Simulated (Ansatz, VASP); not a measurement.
**GaN in VASP and in Ansatz**

```xyz
2
Lattice="0.0000 2.2139 2.2139 2.2139 0.0000 2.2139 2.2139 2.2139 0.0000" Properties=species:S:1:pos:R:3 pbc="T T T"
Ga    0.0000    0.0000    0.0000
N     2.2139    2.2139    2.2139
```

Change from the starting cell: hydrostatic strain +5.0%.

Alike in both runs: task single point; functional r2SCAN; k mesh 10 × 10 × 10; occupations fermi-dirac, width 0.02 eV; no spin polarisation.

```csv
,VASP,Ansatz
version,VASP 6.6.1,Ansatz 0.2.0
potentials or method,"VASP PAW PBE potentials, release 64 (Ga_d, N)","plane waves, PAW"
plane-wave cutoff (eV),520,500
valence electrons in the cell,18,18
```

```csv
,VASP,Ansatz,Ansatz less VASP
pressure (GPa),-25.0,-25.5,-0.55
```

VASP's potentials were made for PBE, not for r2SCAN.
